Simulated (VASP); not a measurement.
# LiBe2F4 (Cm) in VASP: single point with PBE+D3(BJ)

Aim: the single point of LiBe2F4 with PBE+D3(BJ).

All numbers are computed with VASP 6.6.1; they aren't measurements. Logs are shortened: lines on timing, memory, paths and dates and some standing lists are left out, and cuts for length are marked.

### 1 The cell of the first run

Symmetry: Cm, No. 8, monoclinic system. Conventional cell: a = 4.559 Å, b = 2.631 Å, c = 12.954 Å, α = 90.00°, β = 96.12°, γ = 90.00°. Within 3.5 Å of Li (site symmetry m) lie 6 Li at 2.63 Å and 2 F at 3.27 to 3.28 Å. Within 2.3 Å of Be (site symmetry m) lie 6 F at 1.76 to 1.77 Å. Be (site symmetry m) has 6 F at 1.76 to 1.77 Å within 2.3 Å. F (site symmetry m) has 3 Be at 1.76 to 1.77 Å and 3 F at 2.35 Å within 2.4 Å. Within 2.4 Å of F (site symmetry m) lie 3 Be at 1.76 to 1.77 Å and 3 F at 2.35 Å. F (site symmetry m) has 3 Be at 1.76 Å and 3 F at 2.35 Å within 2.4 Å. Within 2.4 Å of F (site symmetry m) lie 3 Be at 1.76 to 1.77 Å and 3 F at 2.35 Å.

### 2 Single point, PBE+D3(BJ)

Input file INCAR:

```
SYSTEM = LiBe2F4
PREC     = Accurate       ! precision mode
ENCUT    = 520            ! plane-wave cutoff, eV
EDIFF    = 1E-6           ! SCF threshold, eV
ISMEAR   = 0              ! smearing method
SIGMA    = 0.1            ! smearing width, eV
LREAL    = .False.        ! projectors in reciprocal space
LASPH    = .True.         ! aspherical terms in the spheres
NELM     = 100            ! most SCF steps
ALGO     = Normal         ! electronic algorithm
ISIF     = 2              ! what is computed and relaxed
LWAVE    = .False.        ! write WAVECAR
LCHARG   = .False.        ! write CHGCAR
GGA      = PE             ! functional
IVDW     = 12             ! dispersion correction
NBANDS   = 26             ! bands
```

Input file KPOINTS:

```
regular mesh
0
Gamma
  16 16 4
  0 0 0
```

Input file POSCAR:

```
LiBe2F4
1.0
    2.2795019211     -1.3157091255     -0.0121458978
    2.2795019211      1.3157091255     -0.0121458978
   -1.3131987128      0.0000000000     12.8868060089
Li Be F
1 2 4
Direct
    0.4443085427      0.4443085427      0.6476052994
    0.8892410762      0.8892410762      0.9714476032
    0.6673100804      0.6673100804      0.3235779622
    0.2432513887      0.2432513887      0.0410871557
    0.5342337022      0.5342337022      0.9018101347
    0.3550996873      0.3550996873      0.3931997552
    0.9796757282      0.9796757282      0.2539184197
```

Potentials or basis: VASP PAW PBE potentials, release 64 (Li_sv, Be, F).

Run with:

```
> cat potpaw_PBE.64/Li_sv/POTCAR potpaw_PBE.64/Be/POTCAR potpaw_PBE.64/F/POTCAR > POTCAR
> mpirun -np 1 vasp_std > vasp.out
```

OUTCAR:

```text
SYSTEM = LiBe2F4
   PREC = Accurate
   ENCUT = 520
   EDIFF = 1E-6
   ISMEAR = 0
   LREAL = .False.
   LASPH = .True.
   NELM = 100
   ISIF = 2
   GGA = PE
   IVDW = 12
 IVDW          = 12

 ion  position               nearest neighbor table
   1  0.444  0.444  0.648-
   2  0.889  0.889  0.971-   4 1.76   5 1.76   5 1.76   4 1.77   4 1.77   5 1.77
   3  0.667  0.667  0.324-   7 1.76   7 1.76   6 1.76   6 1.76   6 1.76   7 1.77
   4  0.243  0.243  0.041-   2 1.76   2 1.77   2 1.77
   5  0.534  0.534  0.902-   2 1.76   2 1.76   2 1.77
   6  0.355  0.355  0.393-   3 1.76   3 1.76   3 1.76
   7  0.980  0.980  0.254-   3 1.76   3 1.76   3 1.77

  LATTYP: Found a base centered monoclinic cell.
 ALAT       =     4.5590685589
 B/A-ratio  =     0.5771833033
 C/A-ratio  =     2.8412694839
 COS(beta)  =    -0.1066769215

  Lattice vectors:

 A1 = (   2.2795019211,  -1.3157091255,  -0.0121458978)
 A2 = (   2.2795019211,   1.3157091255,  -0.0121458978)
 A3 = (  -1.3131987128,   0.0000000000,  12.8868060089)

Analysis of symmetry for initial positions (statically):
=====================================================================
 Subroutine PRICEL returns:
 Original cell was already a primitive cell.

 Routine SETGRP: Setting up the symmetry group for a
 base centered monoclinic supercell.

 Subroutine GETGRP returns: Found  2 space group operations
 (whereof  2 operations were pure point group operations)
 out of a pool of  4 trial point group operations.

The static configuration has the point symmetry C_1h.

Analysis of symmetry for dynamics (positions and initial velocities):
=====================================================================
 Subroutine PRICEL returns:
 Original cell was already a primitive cell.

 Routine SETGRP: Setting up the symmetry group for a
 base centered monoclinic supercell.

 Subroutine GETGRP returns: Found  2 space group operations
 (whereof  2 operations were pure point group operations)
 out of a pool of  4 trial point group operations.

The dynamic configuration has the point symmetry C_1h.

 Subroutine INISYM returns: Found  2 space group operations
 (whereof  2 operations are pure point group operations),
 and found     1 'primitive' translations

----------------------------------------------------------------------------------------

                                     Primitive cell

  volume of cell :      77.2573

  direct lattice vectors                    reciprocal lattice vectors
     2.279501921 -1.315709125 -0.012145898     0.219465326 -0.380023206  0.022364082
     2.279501921  1.315709125 -0.012145898     0.219465326  0.380023206  0.022364082
[... 103 lines left out ...]
   POTIM  = 0.5000    time-step for ionic-motion
   TEBEG  =    0.0;   TEEND  =   0.0 temperature during run
   PSTRESS=    0.0 pullay stress
   NELECT =      35.0000    total number of electrons
   NUPDOWN=      -1.0000    fix difference up-down
   EMIN   =  10.00;   EMAX   =-10.00  energy-range for DOS
   EFERMI =   0.00;   METHOD = LEGACY
   ISMEAR =     0;   SIGMA  =   0.10  broadening in eV -4-tet -1-fermi 0-gaus
   EFERMI_NEDOS =   21; number of points for ismear=-14 and -15
   IALGO  =     38    algorithm
   IMIX   =      4    mixing-type and parameters
     AMIX     =   0.40;   BMIX     =  1.00
     AMIX_MAG =   1.60;   BMIX_MAG =  1.00
  volume/ion in A,a.u.               =      11.04        74.48
  Fermi-wavevector in a.u.,A,eV,Ry     =   1.257335  2.376019 21.509341  1.580892
  Thomas-Fermi vector in A             =   2.390999
   LORBIT       =      0    0 simple, 1 ext, 2 COOP (PROOUT), +10 PAW based schemes
   GGA     = PE    functional components
   LHFCALC =     F    Hartree Fock is set to
   AEXX    =    0.0000 exact exchange contribution
   IVDW    =    12    specifies the selected vdW correction
   LEPSILON=     F    determine dielectric tensor
   LRPA    =     F    only Hartree local field effects (RPA)
 non-spin polarized calculation
 Gauss-broadening in eV      SIGMA  =   0.10
  energy-cutoff  :      520.00
  volume of cell :       77.26
 maximum number of plane-waves:      2118
   NGX =  9   NGY =  9   NGZ = 47

 number of electron      35.0000008 magnetization

 Free energy of the ion-electron system (eV)
  ---------------------------------------------------
  ext. energy  EPLUGINS =         0.00000000
  ---------------------------------------------------
  free energy    TOTEN  =       -33.46050054 eV

  energy without entropy =      -33.45802517  energy(sigma->0) =      -33.45926285

 E-fermi :   4.2648     XC(G=0):  -8.8040

 val. band max:        4.2495381780   @ k =   0.0000   0.0000   0.0000
 cond. band min:       4.3262821914   @ k =   0.0625  -0.0000   0.5000
 fundamental gap:      0.0767440134
 Fermi energy:         4.2648008975

 k-point     1 :       0.0000    0.0000    0.0000
  band No.  band energies     occupation
      1     -42.5925      2.00000
      2     -24.9265      2.00000
      3     -24.8918      2.00000
      4     -23.3653      2.00000
      5     -23.3153      2.00000
      6      -6.5648      2.00000
[... 685 lines left out ...]
     25      13.0846      0.00000
     26      13.4382      0.00000

 [... further k-points ...]

------------------------ aborting loop because EDIFF is reached ----------------------------------------

 Edisp (eV)   -0.74405

 E8    (eV) :    -0.2297

  FORCE on cell =-STRESS in cart. coord.  units (eV):
  Direction    XX          YY          ZZ          XY          YZ          ZX
  --------------------------------------------------------------------------------------
  -------------------------------------------------------------------------------------
  Total       0.08483     0.09013    -0.13954     0.00000     0.00000    -0.00914
  in kB       1.75920     1.86911    -2.89375     0.00000     0.00000    -0.18962
  external pressure =        0.24 kB  Pullay stress =        0.00 kB

 VOLUME and BASIS-vectors are now :
 -----------------------------------------------------------------------------
  energy-cutoff  :      520.00
  volume of cell :       77.26
      direct lattice vectors                 reciprocal lattice vectors
     2.279501921 -1.315709125 -0.012145898     0.219465326 -0.380023206  0.022364082
     2.279501921  1.315709125 -0.012145898     0.219465326  0.380023206  0.022364082
    -1.313198713  0.000000000 12.886806009     0.000413695  0.000000000  0.077640904

 POSITION                                       TOTAL-FORCE (eV/Angst)
 -----------------------------------------------------------------------------------
      1.17517      0.00000      8.33477         0.000194      0.000000      0.000167
      2.77835      0.00000     12.49726        -0.003145      0.000000      0.001820
      2.61735      0.00000      4.15368         0.000579      0.000000     -0.000615
      1.05503      0.00000      0.52357         0.001341      0.000000      0.012346
      1.25132      0.00000     11.60847         0.001006      0.000000     -0.013944
      1.10255      0.00000      5.05846         0.001261      0.000000      0.014300
      4.13290      0.00000      3.24840        -0.001237      0.000000     -0.014074
 -----------------------------------------------------------------------------------
    total drift:                                0.000112      0.000000     -0.000063

  FREE ENERGIE OF THE ION-ELECTRON SYSTEM (eV)
  ---------------------------------------------------
  free  energy   TOTEN  =       -34.2045468956 eV

  energy  without entropy=      -34.2020715256  energy(sigma->0) =      -34.20330921
```

stdout:

```text
POSCAR found type information on POSCAR LiBeF
 POSCAR found :  3 types and       7 ions
 scaLAPACK will be used
 LDA part: xc-table for (Slater+PW92), standard interpolation
 POSCAR, INCAR and KPOINTS ok, starting setup
 FFT: planning ... GRIDC
 FFT: planning ... GRID_SOFT
 FFT: planning ... GRID
 WAVECAR not read
 entering main loop
```

It took 10 min on 1 thread of Intel Xeon 8259CL, shared host; peak memory 0.53 GiB.

Results:

```
Free energy                : -34.2045 eV
Largest force              : 0.014 eV/Å
Band gap on the k mesh     : zero (an odd number of electrons rules out a gap without spin polarisation)
Dispersion energy per atom : -0.106 eV
```

Forces in eV/Å, atoms in the order of the input:
```
Li   0.000  0.000  0.000
Be  -0.003  0.000  0.002
Be   0.001  0.000 -0.001
F    0.001  0.000  0.012
F    0.001  0.000 -0.014
F    0.001  0.000  0.014
F   -0.001  0.000 -0.014
```

Caveat: the cutoff is under 1.25 times the usual one of these potentials, so pressure, stress and relaxed cells hold a basis-set (Pulay) error; an odd number of electrons without spin polarisation forces a metal; a magnetic or distorted state may lie lower.
